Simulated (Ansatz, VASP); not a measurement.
**Ga in VASP and in Ansatz**

File POSCAR:

```
Ga
1.0
   -1.3935671902      1.3935671902      2.3265304007
    1.3935671902     -1.3935671902      2.3265304007
    1.3935671902      1.3935671902     -2.3265304007
Ga
1
Direct
    0.0000000000      0.0000000000      0.0000000000
```

File INCAR.step1:

```
SYSTEM = Ga
  PREC = Accurate
  ENCUT = 520
  EDIFF = 1E-5
  ISMEAR = -1
  SIGMA = 0.05
  LREAL = .FALSE.
  LASPH = .TRUE.
  NELM = 100
  ALGO = Normal
  ISIF = 2
  LWAVE = .TRUE.
  GGA = PE
  NBANDS = 12
```

INCAR.step2

```
SYSTEM = Ga
  PREC = Accurate
  ENCUT = 520
  EDIFF = 1E-7
  ISMEAR = -1
  SIGMA = 0.05
  LREAL = .FALSE.
  LASPH = .TRUE.
  NELM = 100
  ALGO = Normal
  ISIF = 2
  LWAVE = .FALSE.
  LCHARG = .TRUE.
  GGA = PE
  LHFCALC = .TRUE.
  AEXX = 0.25
  PRECFOCK = Normal
  LELF = .TRUE.
  LVHAR = .TRUE.
  ISTART = 1
  NBANDS = 12
```

The input KPOINTS:

```
Automatic mesh
0
G
  6 6 6
  0 0 0
```

Contents of input.yaml:

```yaml
crystal:
  lattice:
    - [-1.3935671902, 1.3935671902, 2.3265304007]
    - [1.3935671902, -1.3935671902, 2.3265304007]
    - [1.3935671902, 1.3935671902, -2.3265304007]
  atoms:
    - { symbol: Ga, position: [0.0, 0.0, 0.0] }
hamiltonian:
  xc: pbe0
  pseudopotentials: { kind: paw }
kpoints:
  mp_grid: { grid: [6, 6, 6] }
scf:
  occupations: { method: fermi_dirac, width: 0.05 }
output:
  forces: true
  stress: true
  eigenvalues: true
```

Alike in both runs: task single point; functional PBE0; k mesh 6 × 6 × 6; occupations fermi-dirac, width 0.05 eV; no spin polarisation.

|  | VASP | Ansatz |
| --- | --- | --- |
| version | VASP 6.6.1 | Ansatz 0.2.0 |
| potentials or method | VASP PAW PBE potentials, release 64 (Ga_d) | Ansatz PAW |
| plane-wave cutoff (eV) | 520 | 420 |
| valence electrons in the cell | 13 | 13 |

VASP gave:

* gap on the k mesh at the Fermi level (eV): none
* pressure (GPa): 1.4
* traceless stress, the component that is largest in VASP (GPa): -8.54

Question: What did Ansatz give for the same quantities?

Answer: gap on the k mesh at the Fermi level (eV): none; pressure (GPa): 1.4; traceless stress, the component that is largest in VASP (GPa): -8.53.

A gap of «none» marks a metal or a gap that the smearing closes.

The k mesh is coarse, so the values compare programs but aren't converged.
